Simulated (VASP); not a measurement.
Al9O, 10 atoms in the cell. The cell holds a slab with vacuum, 10 atoms: a = 2.836 Å, b = 2.836 Å, c = 37.644 Å, α = 90.00°, β = 90.00°, γ = 120.00°. 

| Quantity | Value |
| --- | --- |
| Program | VASP 6.6.1 |
| Task | single point |
| Functional | PBEsol |
| Potentials or basis | VASP PAW PBE potentials, release 64 (Al, O) |
| Cutoff | 520 eV |
| k mesh | 12 × 12 × 1 |
| Occupations | gaussian, width 0.1 eV |
| Spin | no spin polarisation |
| Dipole correction | yes |
| Further INCAR settings | ALGO = Normal; EDIFF = 1e-06; NBANDS = 28 |

Potentials or basis: VASP PAW PBE potentials, release 64 (Al, O).

Command:

```bash
$ cat potpaw_PBE.64/Al/POTCAR potpaw_PBE.64/O/POTCAR > POTCAR
$ mpirun -np 1 vasp_std > vasp.out
```

Hardware: 1 thread of Intel(R) Xeon(R) 6975P-C (Granite Rapids) (shared host).

Problem. How long does it take, and how much memory?

Solution. Wall time 3.9 min on 1 thread of Intel(R) Xeon(R) 6975P-C (Granite Rapids), with other jobs on the host, peak memory 0.44 GiB. Counts: scf iterations 30, k points 19.
